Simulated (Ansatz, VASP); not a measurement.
SiC: VASP beside Ansatz

```
Si C
1.0
     0.00000    2.18986    2.18986
     2.18986    0.00000    2.18986
     2.18986    2.18986    0.00000
Si C
1 1
Direct
  0.00000 0.00000 0.00000
  0.25000 0.25000 0.25000
```

Alike in both runs: functional PBE; k mesh 10 × 10 × 10; occupations gaussian, width 0.02 eV; no spin polarisation.

Ansatz relaxed the structure, and its values are those at the end. VASP's run is a single point on that final structure, the one shown.

```csv
,VASP,Ansatz
version,VASP 6.6.1,Ansatz 0.2.0
potentials or method,"VASP PAW PBE potentials, release 64 (Si, C), cutoff 600 eV","scalar-relativistic, plane waves, PAW"
valence electrons in the cell,8,8
```

VASP gave:

* gap on the k mesh at the Fermi level (eV): 1.37
* least direct gap on the mesh (eV): 4.53
* pressure (GPa): -0.2

Q: Which values does Ansatz return?

A: gap on the k mesh at the Fermi level (eV): 1.37; least direct gap on the mesh (eV): 4.53; pressure (GPa): 0.0.
